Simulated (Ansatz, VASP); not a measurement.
## O in VASP and in Ansatz

```
CELL_PARAMETERS angstrom
1.42335 0.82177 3.40830
-1.42335 0.82177 3.40830
0.00000 -1.64354 3.40830
ATOMIC_POSITIONS crystal
O 0.06347 0.06347 0.06347
O 0.93653 0.93653 0.93653
```

Change from the starting cell: shortest bond scaled by 1.1, PAW files.

Alike in both runs: task electric field gradients; functional PBE; k mesh 10 × 10 × 10; occupations fermi-dirac, width 0.03 eV; no spin polarisation.

```csv
,VASP,Ansatz
version,VASP 6.6.1,Ansatz 0.2.0
potentials or method,"VASP PAW PBE potentials, release 64 (O)","PAW with Ansatz's default frozen-core files, scalar-relativistic"
plane-wave cutoff (eV),520,420
valence electrons in the cell,12,12
```

|  | VASP | Ansatz | Ansatz less VASP |
| --- | --- | --- | --- |
| pressure (GPa) | -12.0 | -13.4 | -1.38 |
| traceless stress, the component that is largest in VASP (GPa) | -13.59 | -17.05 | -3.454 |
| rms of the force components (eV/Å) | 2.245 | 2.595 | +0.3509 |
| size of Vzz on the site where it differs most (V/Å²) | 146.1 | 143.6 | -2.48 |

Atom by atom the forces differ by 0.351 eV/Å (rms over components).

Noted on VASP's run: spin is off for a triplet molecule.
